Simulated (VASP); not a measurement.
**Ca: single point with revPBE**

The system is Ca.

```
Ca
1.0
    -2.25256    2.25256    2.25256
     2.25256   -2.25256    2.25256
     2.25256    2.25256   -2.25256
Ca
1
Direct
  0.00000 0.00000 0.00000
```

This cell differs from its parent crystal: volume scaled by 1.04.

```yaml
Program: VASP 6.6.1
Task: single point
Functional: revPBE
Potentials_or_basis: VASP PAW PBE potentials, release 64 (Ca_sv)
Cutoff: 520 eV
k_mesh: 11 × 11 × 11
Occupations: fermi-dirac, width 0.1 eV
Spin: no spin polarisation
```

```
Pressure               : -0.6 GPa
Band gap on the k mesh : zero (band 5 reaches 2.04 eV, above the bottom of band 6 at 1.69 eV)
```

Levels at points of the mesh, in eV from the Fermi level:
| k point | band 3 | band 4 | band 5 | band 6 | band 7 | band 8 |
| --- | --- | --- | --- | --- | --- | --- |
| (0.00, 0.00, 0.00) | -23.20 | -23.20 | -3.89 | 2.25 | 2.25 | 2.25 |

Wall time 42 s on 1 thread of Intel Xeon 8259CL, with other jobs on the host, peak memory 0.18 GiB.

Caveat: the PAW data sets were made with another functional, which shifts forces and pressure a little.
